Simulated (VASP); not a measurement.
The system is Au.

```
CELL_PARAMETERS angstrom
0.00000 1.94089 1.94089
1.94089 0.00000 1.94089
1.94089 1.94089 0.00000
ATOMIC_POSITIONS crystal
Au 0.00000 0.00000 0.00000
```

| Quantity | Value |
| --- | --- |
| Program | VASP 6.6.1 |
| Task | relaxation of cell and atoms |
| Functional | PBEsol |
| Potentials or basis | VASP PAW PBE potentials, release 64 (Au) |
| Cutoff | 500 eV |
| k mesh | 8 × 8 × 8 |
| Occupations | gaussian, width 0.1 eV |
| Spin | no spin polarisation |

At the start: pressure 42.1 GPa; volume 14.62 Å³/atom.

Question: Where does the relaxation end?

Answer: Over 5 steps the energy falls by 273.3 meV/atom and the volume is 17.09 Å³/atom (+16.9 %); space group Fm-3m (No. 225, to 0.05 Å).

The path:
```tsv
step	energy change (eV)	largest force (eV/Å)	pressure (GPa)	volume (Å³)
1	0.0000	0.0000	42.12	14.62
2	0.4643	0.0000	-21.47	24.36
3	-0.2688	0.0000	-3.64	17.48
4	-0.2729	0.0000	-1.04	17.20
5	-0.2733	0.0000	0.00	17.09
```

Final structure:
```
Au
1.0
     0.00000    2.04453    2.04453
     2.04453    0.00000    2.04453
     2.04453    2.04453    0.00000
Au
1
Direct
  0.00000 0.00000 0.00000
```

Caveat: the volume moved by over 15 % at a fixed basis, so the end points are rough; the PAW data sets were made with another functional, which shifts forces and pressure a little.
